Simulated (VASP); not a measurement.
Here is a VASP 6.6.1 calculation.

The input INCAR:

```
SYSTEM = Cu
  ALGO = Normal
  EDIFF = 1E-6
  ENCUT = 520
  GGA = PE
  ISIF = 2
  ISMEAR = -1
  LASPH = .True.
  LCHARG = .False.
  LREAL = .False.
  LWAVE = .False.
  NBANDS = 30
  NELM = 100
  PREC = Accurate
  SIGMA = 0.1
```

Contents of KPOINTS:

```
k-points
0
Gamma
  16 16 5
  0 0 0
```

File POSCAR:

```
Cu
1.0
    2.5327722394      0.0000000000      0.0000000000
   -1.2663861197      2.1934451013      0.0000000000
    0.0000000000      0.0000000000      8.2716866618
Cu
4
Direct
    1.0000000000      0.0000000000      0.0000000000
    1.0000000000      1.0000000000      0.5000000000
    0.3333333333      0.6666666667      0.2500000000
    0.6666666667      0.3333333333      0.7500000000
```

Potentials or basis: VASP PAW PBE potentials, release 64 (Cu).

The run is started by

```console
$ cat potpaw_PBE.64/Cu/POTCAR > POTCAR
$ mpirun -np 1 vasp_std > vasp.out
```

(1) What does it give for the band gap on the k mesh?

(2) Estimate the pressure.

## Answers

(1) zero (bands 22 and 23 overlap by 5.31 eV).

(2) 7.0 GPa.

Caveat: the cell stands under pressure.
